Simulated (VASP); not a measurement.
# C (Fd-3m) in VASP: notebook

The runs below take C through single point, relaxation of cell and atoms, with PBEsol.

All numbers are computed with VASP 6.6.1; they aren't measurements. Logs are shortened: lines on timing, memory, paths and dates and some standing lists are left out, and cuts for length are marked.

## Step 1: The cell of the first run

It takes space group Fd-3m (No. 227, cubic). Conventional cell: a = 3.554 Å, b = 3.554 Å, c = 3.554 Å, α = 90.00°, β = 90.00°, γ = 90.00°. Within 2.1 Å of C (site symmetry -43m) lie 4 C at 1.54 Å.

## Step 2: Single point, PBEsol

INCAR reads:

```
SYSTEM = C
PREC = Accurate
ENCUT = 520
EDIFF = 1E-6
ISMEAR = 0
SIGMA = 0.02
LREAL = .FALSE.
LASPH = .TRUE.
NELM = 100
ALGO = Normal
ISIF = 2
LWAVE = .FALSE.
LCHARG = .TRUE.
GGA = PS
LELF = .TRUE.
LVHAR = .TRUE.
NBANDS = 11
```

KPOINTS reads:

```
regular mesh
0
G
  12 12 12
  0 0 0
```

POSCAR reads:

```
C
1.0
    0.0000000000      1.7769267971      1.7769267971
    1.7769267971      0.0000000000      1.7769267971
    1.7769267971      1.7769267971      0.0000000000
C
2
Direct
    0.0000000000      0.0000000000      0.0000000000
    0.2500000000      0.2500000000      0.2500000000
```

Potentials or basis: VASP PAW PBE potentials, release 64 (C).

On the command line:

```sh
> cat potpaw_PBE.64/C/POTCAR > POTCAR
> mpirun -np 1 vasp_std > vasp.out
```

OUTCAR:

```text
SYSTEM = C
   PREC = Accurate
   ENCUT = 520
   EDIFF = 1E-6
   ISMEAR = 0
   LREAL = .FALSE.
   LASPH = .TRUE.
   NELM = 100
   ISIF = 2
   GGA = PS

 ion  position               nearest neighbor table
   1  0.000  0.000  0.000-   2 1.54   2 1.54   2 1.54   2 1.54
   2  0.250  0.250  0.250-   1 1.54   1 1.54   1 1.54   1 1.54

  LATTYP: Found a face centered cubic cell.
 ALAT       =     3.5538535942

  Lattice vectors:

 A1 = (   0.0000000000,   1.7769267971,   1.7769267971)
 A2 = (   1.7769267971,   0.0000000000,   1.7769267971)
 A3 = (   1.7769267971,   1.7769267971,   0.0000000000)

Analysis of symmetry for initial positions (statically):
=====================================================================
 Subroutine PRICEL returns:
 Original cell was already a primitive cell.

 Routine SETGRP: Setting up the symmetry group for a
 face centered cubic supercell.

 Subroutine GETGRP returns: Found 48 space group operations
 (whereof 24 operations were pure point group operations)
 out of a pool of 48 trial point group operations.

The static configuration has the point symmetry T_d .
 The point group associated with its full space group is O_h .

Analysis of symmetry for dynamics (positions and initial velocities):
=====================================================================
 Subroutine PRICEL returns:
 Original cell was already a primitive cell.

 Routine SETGRP: Setting up the symmetry group for a
 face centered cubic supercell.

 Subroutine GETGRP returns: Found 48 space group operations
 (whereof 24 operations were pure point group operations)
 out of a pool of 48 trial point group operations.

The dynamic configuration has the point symmetry T_d .
 The point group associated with its full space group is O_h .

 Subroutine INISYM returns: Found 48 space group operations
 (whereof 24 operations are pure point group operations),
 and found     1 'primitive' translations

----------------------------------------------------------------------------------------

                                     Primitive cell

  volume of cell :      11.2212

  direct lattice vectors                    reciprocal lattice vectors
     0.000000000  1.776926797  1.776926797    -0.281384692  0.281384692  0.281384692
     1.776926797  0.000000000  1.776926797     0.281384692 -0.281384692  0.281384692
     1.776926797  1.776926797  0.000000000     0.281384692  0.281384692 -0.281384692

  length of vectors
     2.512953976  2.512953976  2.512953976     0.487372583  0.487372583  0.487372583

  position of ions in fractional coordinates (direct lattice)
     0.000000000  0.000000000  0.000000000
     0.250000000  0.250000000  0.250000000

  ion indices of the primitive-cell ions
   primitive index   ion index
                 1           1
                 2           2

----------------------------------------------------------------------------------------

 KPOINTS: regular mesh

Automatic generation of k-mesh.
 Grid dimensions read from file:
 generate k-points for:   12   12   12

 Generating k-lattice:

  Cartesian coordinates                     Fractional coordinates (reciprocal lattice)
    -0.023448724  0.023448724  0.023448724     0.083333333  0.000000000  0.000000000
     0.023448724 -0.023448724  0.023448724     0.000000000  0.083333333  0.000000000
     0.023448724  0.023448724 -0.023448724     0.000000000  0.000000000  0.083333333

  Length of vectors
     0.040614382  0.040614382  0.040614382

  Shift w.r.t. Gamma in fractional coordinates (k-lattice)
     0.000000000  0.000000000  0.000000000

 Subroutine IBZKPT returns following result:
 ===========================================

 Found     72 irreducible k-points:

 Following reciprocal coordinates:
            Coordinates               Weight
  0.000000  0.000000  0.000000      1.000000
  0.083333  0.000000  0.000000      8.000000
  0.166667  0.000000  0.000000      8.000000
  0.250000  0.000000  0.000000      8.000000
  0.333333  0.000000  0.000000      8.000000
  0.416667  0.000000  0.000000      8.000000
[... 16 lines left out ...]
  0.500000  0.166667  0.000000     24.000000
 -0.416667  0.166667  0.000000     24.000000
 [... further k-points ...]
   k-points           NKPTS =     72   k-points in BZ     NKDIM =     72   number of bands    NBANDS=     11
   number of dos      NEDOS =    301   number of ions     NIONS =      2
   total plane-waves  NPLWV =   8000
   dimension x,y,z NGX =    20 NGY =   20 NGZ =   20
   dimension x,y,z NGXF=    40 NGYF=   40 NGZF=   40
   ions per type =               2
   NGX,Y,Z   is equivalent  to a cutoff of  13.23, 13.23, 13.23 a.u.
   NGXF,Y,Z  is equivalent  to a cutoff of  26.46, 26.46, 26.46 a.u.
 SYSTEM =  C
   PREC   = accura    normal or accurate (medium, high low for compatibility)
   ISTART =      0    job   : 0-new  1-cont  2-samecut
   ICHARG =      2    charge: 1-file 2-atom 10-const
   ISPIN  =      1    spin polarized calculation?
   LNONCOLLINEAR =      F non collinear calculations
   LSORBIT =      F    spin-orbit coupling
   LASPH  =      T    aspherical Exc in radial PAW
   ENCUT  =  520.0 eV  38.22 Ry    6.18 a.u.   4.67  4.67  4.67*2*pi/ulx,y,z
   NELM   =    100;   NELMIN=  2; NELMDL= -5     # of ELM steps
   EDIFF  = 0.1E-05   stopping-criterion for ELM
   LREAL  =      F    real-space projection
   EDIFFG = 0.1E-04   stopping-criterion for IOM
   NSW    =      0    number of steps for IOM
   IBRION =     -1    ionic relax: 0-MD 1-quasi-New 2-CG
   NFREE  =      0    steps in history (QN), initial steepest desc. (CG)
   ISIF   =      2    stress and relaxation
   ISYM   =      2    0-nonsym 1-usesym 2-fastsym
   POTIM  = 0.5000    time-step for ionic-motion
   TEBEG  =    0.0;   TEEND  =   0.0 temperature during run
   PSTRESS=    0.0 pullay stress
   NELECT =       8.0000    total number of electrons
   NUPDOWN=      -1.0000    fix difference up-down
   EMIN   =  10.00;   EMAX   =-10.00  energy-range for DOS
   EFERMI =   0.00;   METHOD = LEGACY
   ISMEAR =     0;   SIGMA  =   0.02  broadening in eV -4-tet -1-fermi 0-gaus
   EFERMI_NEDOS =   21; number of points for ismear=-14 and -15
   IALGO  =     38    algorithm
   IMIX   =      4    mixing-type and parameters
     AMIX     =   0.40;   BMIX     =  1.00
     AMIX_MAG =   1.60;   BMIX_MAG =  1.00
  volume/ion in A,a.u.               =       5.61        37.86
  Fermi-wavevector in a.u.,A,eV,Ry     =   1.462487  2.763699 29.101061  2.138868
  Thomas-Fermi vector in A             =   2.578694
   LORBIT       =      0    0 simple, 1 ext, 2 COOP (PROOUT), +10 PAW based schemes
   GGA     = PS    functional components
   LHFCALC =     F    Hartree Fock is set to
   AEXX    =    0.0000 exact exchange contribution
   IVDW    =     0    specifies the selected vdW correction
   LEPSILON=     F    determine dielectric tensor
   LRPA    =     F    only Hartree local field effects (RPA)
 non-spin polarized calculation
 Gauss-broadening in eV      SIGMA  =   0.02
  energy-cutoff  :      520.00
  volume of cell :       11.22
 maximum number of plane-waves:       311
   NGX =  9   NGY =  9   NGZ =  9

 number of electron       7.9999999 magnetization

 Free energy of the ion-electron system (eV)
  ---------------------------------------------------
  ext. energy  EPLUGINS =         0.00000000
  ---------------------------------------------------
  free energy    TOTEN  =       -19.24970320 eV

  energy without entropy =      -19.24970320  energy(sigma->0) =      -19.24970320

 E-fermi :  10.0319     XC(G=0): -13.4866

 val. band max:        9.8671978016   @ k =   0.0000   0.0000   0.0000
 cond. band min:      13.9276779848   @ k =   0.3333   0.3333   0.0000
 fundamental gap:      4.0604801832
 Fermi energy:        10.0318673546

 k-point     1 :       0.0000    0.0000    0.0000
  band No.  band energies     occupation
      1     -11.8014      2.00000
      2       9.8672      2.00000
      3       9.8672      2.00000
      4       9.8672      2.00000
      5      15.4362      0.00000
      6      15.4362      0.00000
      7      15.4362      0.00000
      8      23.4841      0.00000
      9      28.9648      0.00000
     10      36.4551      0.00000
     11      36.4551      0.00000

 k-point     2 :       0.0833    0.0000    0.0000
  band No.  band energies     occupation
      1     -11.6070      2.00000
      2       8.6214      2.00000
      3       9.5375      2.00000
      4       9.5375      2.00000
      5      15.8676      0.00000
      6      15.8676      0.00000
      7      16.1690      0.00000
      8      23.6309      0.00000
      9      29.2926      0.00000
     10      34.2083      0.00000
     11      34.2083      0.00000

 k-point     3 :       0.1667    0.0000    0.0000
  band No.  band energies     occupation
      1     -11.0264      2.00000
      2       6.0595      2.00000
      3       8.8248      2.00000
      4       8.8248      2.00000
      5      16.7991      0.00000
      6      16.7991      0.00000
      7      17.2912      0.00000
      8      24.0467      0.00000
      9      29.9782      0.00000
     10      32.5885      0.00000
     11      32.5885      0.00000
[... 267 lines left out ...]
 k-point    23 :       0.5000    0.1667    0.0000
  band No.  band energies     occupation
      1      -5.9597      2.00000
      2      -2.3055      2.00000
      3       4.8182      2.00000
      4       5.8356      2.00000
      5      16.8918      0.00000
      6      20.6066      0.00000
      7      21.2150      0.00000
      8      24.1385      0.00000
      9      29.9253      0.00000
     10      33.7509      0.00000
     11      36.4442      0.00000

 k-point    24 :      -0.4167    0.1667    0.0000
  band No.  band energies     occupation
      1      -5.5086      2.00000
      2      -2.8442      2.00000
      3       4.3212      2.00000
      4       6.2220      2.00000
      5      17.3350      0.00000
      6      20.1103      0.00000
      7      21.1872      0.00000
      8      25.3359      0.00000
      9      29.2210      0.00000
     10      34.0068      0.00000
     11      34.4760      0.00000

 [... further k-points ...]

------------------------ aborting loop because EDIFF is reached ----------------------------------------

  FORCE on cell =-STRESS in cart. coord.  units (eV):
  Direction    XX          YY          ZZ          XY          YZ          ZX
  --------------------------------------------------------------------------------------
  -------------------------------------------------------------------------------------
  Total        0.0760997      0.0760997      0.0760997     -0.0000000      0.0000000     -0.0000000
  in kB       10.8656291     10.8656291     10.8656291     -0.0000000      0.0000000     -0.0000000
  external PRESSURE =      10.8656291 kB  Pullay stress =       0.0000000 kB

 VOLUME and BASIS-vectors are now :
 -----------------------------------------------------------------------------
  energy-cutoff  :      520.00
  volume of cell :       11.22
      direct lattice vectors                 reciprocal lattice vectors
     0.000000000  1.776926797  1.776926797    -0.281384692  0.281384692  0.281384692
     1.776926797  0.000000000  1.776926797     0.281384692 -0.281384692  0.281384692
     1.776926797  1.776926797  0.000000000     0.281384692  0.281384692 -0.281384692

 POSITION                                       TOTAL-FORCE (eV/Angst)
 -----------------------------------------------------------------------------------
      0.00000      0.00000      0.00000         0.000000      0.000000      0.000000
      0.88846      0.88846      0.88846        -0.000000     -0.000000     -0.000000
 -----------------------------------------------------------------------------------
    total drift:                                0.000000      0.000000      0.000000

  FREE ENERGIE OF THE ION-ELECTRON SYSTEM (eV)
  ---------------------------------------------------
  free  energy   TOTEN  =       -19.2497031992 eV

  energy  without entropy=      -19.2497031992  energy(sigma->0) =      -19.24970320
```

Run time: 5.6 s. Hardware: 1 thread of Intel Xeon 6975P-C, shared host; peak memory 0.12 GiB.

Results:

```yaml
Free_energy: -19.2497 eV
Pressure: 1.1 GPa
Band_gap_on_the_k_mesh: 4.06 eV, indirect (least direct gap 5.57 eV)
```

Caveat: the PAW data sets were made with another functional, which shifts forces and pressure a little. A k mesh can miss the band edges.

## Step 3: Single point, PBEsol

INCAR reads:

```
PREC = Accurate
ENCUT = 520
EDIFF = 1E-6
ISMEAR = 0
SIGMA = 0.02
LREAL = False
LASPH = True
NELM = 100
ALGO = Normal
ISIF = 2
LWAVE = False
LCHARG = False
GGA = PS
NBANDS = 11
```

KPOINTS reads:

```
regular mesh
0
Gamma
  12 12 12
```

POSCAR is that of step 2.

Potentials or basis: VASP PAW PBE potentials, release 64 (C).

On the command line:

```sh
> cat potpaw_PBE.64/C/POTCAR > POTCAR
> mpirun -np 1 vasp_std > vasp.out
```

Wall time 5.1 s (1 thread of Intel Xeon 6975P-C, shared host); peak memory 0.12 GiB.

It converged, with:

```yaml
Free_energy: -19.2497 eV
Pressure: 1.1 GPa
Band_gap_on_the_k_mesh: 4.06 eV, indirect (least direct gap 5.57 eV)
```

Levels at points of the mesh, in eV from the valence-band top:
| k point | band 1 | band 2 | band 3 | band 4 | band 5 | band 6 | band 7 | band 8 |
| --- | --- | --- | --- | --- | --- | --- | --- | --- |
| (0.00, 0.00, 0.00) | -21.67 | 0.00 | 0.00 | 0.00 | 5.57 | 5.57 | 5.57 | 13.62 |
| (0.50, 0.00, 0.00) | -15.77 | -13.59 | -2.84 | -2.84 | 8.43 | 8.43 | 8.99 | 15.59 |
| (0.50, 0.50, 0.00) | -12.85 | -12.85 | -6.40 | -6.40 | 4.62 | 4.62 | 16.95 | 16.95 |

Caveat: the PAW data sets were made with another functional, which shifts forces and pressure a little. A hybrid or GW would open this gap; PBEsol tends to underestimate it.

## Step 4: Relaxation of cell and atoms, PBEsol

This run uses another cell than the first one, of 10.93 Å³/atom, 1.948 times its volume.

INCAR reads:

```
PREC = Accurate
ENCUT = 600
EDIFF = 1E-6
ISMEAR = 0
SIGMA = 0.1
LREAL = F
LASPH = T
NELM = 80
ALGO = Normal
ISIF = 3
LWAVE = F
LCHARG = F
GGA = PS
IBRION = 2
NSW = 80
EDIFFG = -0.05
```

KPOINTS reads:

```
regular mesh
0
Gamma
  8 8 8
```

POSCAR reads:

```
C
1.0
    0.0000000000      2.2190979953      2.2190979953
    2.2190979953      0.0000000000      2.2190979953
    2.2190979953      2.2190979953      0.0000000000
C
2
Direct
    0.0000000000      0.0000000000      0.0000000000
    0.2500000000      0.2500000000      0.2500000000
```

Potentials or basis: VASP PAW PBE potentials, release 64 (C).

On the command line:

```sh
> cat potpaw_PBE.64/C/POTCAR > POTCAR
> mpirun -np 1 vasp_std > vasp.out
```

OUTCAR:

```text
PREC = Accurate
   ENCUT = 600
   EDIFF = 1E-6
   ISMEAR = 0
   LREAL = F
   LASPH = T
   NELM = 80
   ISIF = 3
   GGA = PS
   IBRION = 2
   NSW = 80
   EDIFFG = -0.05

 ion  position               nearest neighbor table
   1  0.000  0.000  0.000-   2 1.92   2 1.92   2 1.92   2 1.92
   2  0.250  0.250  0.250-   1 1.92   1 1.92   1 1.92   1 1.92

  LATTYP: Found a face centered cubic cell.
 ALAT       =     4.4381959906

  Lattice vectors:

 A1 = (   0.0000000000,   2.2190979953,   2.2190979953)
 A2 = (   2.2190979953,   0.0000000000,   2.2190979953)
 A3 = (   2.2190979953,   2.2190979953,   0.0000000000)

Analysis of symmetry for initial positions (statically):
=====================================================================
 Subroutine PRICEL returns:
 Original cell was already a primitive cell.

 Routine SETGRP: Setting up the symmetry group for a
 face centered cubic supercell.

 Subroutine GETGRP returns: Found 48 space group operations
 (whereof 24 operations were pure point group operations)
 out of a pool of 48 trial point group operations.

The static configuration has the point symmetry T_d .
 The point group associated with its full space group is O_h .

Analysis of symmetry for dynamics (positions and initial velocities):
=====================================================================
 Subroutine PRICEL returns:
 Original cell was already a primitive cell.

 Routine SETGRP: Setting up the symmetry group for a
[... 147 lines left out ...]
--------------------------------------- Ionic step        1  -------------------------------------------

 number of electron       8.0000000 magnetization

 Free energy of the ion-electron system (eV)
  ---------------------------------------------------
  ext. energy  EPLUGINS =         0.00000000
  ---------------------------------------------------
  free energy    TOTEN  =       -14.64454498 eV

  energy without entropy =      -14.64454498  energy(sigma->0) =      -14.64454498

 E-fermi :   2.7173     XC(G=0): -10.4092

 val. band max:        2.3086435346   @ k =   0.0000   0.0000   0.0000
 cond. band min:       4.0753191736   @ k =   0.0000   0.0000   0.0000
 fundamental gap:      1.7666756390
 Fermi energy:         2.7172901991

 k-point     1 :       0.0000    0.0000    0.0000
  band No.  band energies     occupation
      1     -12.2658      2.00000
      2       2.3086      2.00000
      3       2.3086      2.00000
      4       2.3086      2.00000
      5       4.0753      0.00000
      6       6.1115      0.00000
      7       6.1115      0.00000
      8       6.1115      0.00000
[... 432 lines left out ...]
--------------------------------------- Ionic step        6  -------------------------------------------

 number of electron       8.0000000 magnetization

 Free energy of the ion-electron system (eV)
  ---------------------------------------------------
  ext. energy  EPLUGINS =         0.00000000
  ---------------------------------------------------
  free energy    TOTEN  =       -19.27312459 eV

  energy without entropy =      -19.27312459  energy(sigma->0) =      -19.27312459

 E-fermi :  10.3128     XC(G=0): -13.4785

 val. band max:        9.8394109281   @ k =   0.0000   0.0000   0.0000
 cond. band min:      13.8666321373   @ k =   0.3750   0.3750   0.0000
 fundamental gap:      4.0272212091
 Fermi energy:        10.3127768189

 k-point     1 :       0.0000    0.0000    0.0000
  band No.  band energies     occupation
      1     -11.8047      2.00000
      2       9.8394      2.00000
      3       9.8394      2.00000
      4       9.8394      2.00000
      5      15.4053      0.00000
      6      15.4053      0.00000
      7      15.4053      0.00000
      8      23.4212      0.00000
[... 282 lines left out ...]
  FREE ENERGIE OF THE ION-ELECTRON SYSTEM (eV)
  ---------------------------------------------------
  free  energy   TOTEN  =       -19.2731245920 eV

  energy  without entropy=      -19.2731245920  energy(sigma->0) =      -19.27312459

 reached required accuracy - stopping structural energy minimisation
```

CONTCAR:

```text
C
   1.00000000000000
     0.0000000000000000    1.7778397728122648    1.7778397728122650
     1.7778397728122650    0.0000000000000000    1.7778397728122650
     1.7778397728122650    1.7778397728122648   -0.0000000000000000
  C
     2
Direct
     1.0000000000000000    0.0000000000000000    0.0000000000000000
     0.2500000000000000    0.2500000000000000    0.2500000000000000

  0.00000000E+00  0.00000000E+00  0.00000000E+00
  0.00000000E+00  0.00000000E+00  0.00000000E+00
```

Wall time 17 s (1 thread of Intel Xeon 6975P-C, shared host); peak memory 0.15 GiB.

Results:

```
Free energy                            : -19.2731 eV
Relaxed volume                         : 5.62 Å³/atom
Relaxed cell                           : a = 2.514 Å, b = 2.514 Å, c = 2.514 Å, α = 60.00°, β = 60.00°, γ = 60.00°
Space group after relaxing (to 0.05 Å) : Fd-3m (No. 227)
Energy gained by relaxing              : 2314.3 meV/atom
Ionic steps                            : 6
Pressure after relaxing                : 0.0 GPa
Band gap on the k mesh                 : 4.03 eV, indirect (least direct gap 5.57 eV)
```

The path:
```tsv
step	energy change (eV)	largest force (eV/Å)	pressure (GPa)	volume (Å³)
1	0.0000	0.0000	-77.99	21.86
2	-3.7286	0.0000	151.48	8.98
3	-4.6277	0.0000	-3.21	11.32
4	-4.6277	0.0000	3.43	11.15
5	-4.6273	0.0000	-3.99	11.34
6	-4.6286	0.0000	0.01	11.24
```

Final structure:
```
C
1.0
     0.00000    1.77784    1.77784
     1.77784    0.00000    1.77784
     1.77784    1.77784    0.00000
C
2
Cartesian
  0.0000 1.7778 1.7778
  0.8889 0.8889 0.8889
```

Caveat: the volume moved by over 15 % at a fixed basis, so the end points are rough; the PAW data sets were made with another functional, which shifts forces and pressure a little. A hybrid or GW would open this gap; PBEsol tends to underestimate it.
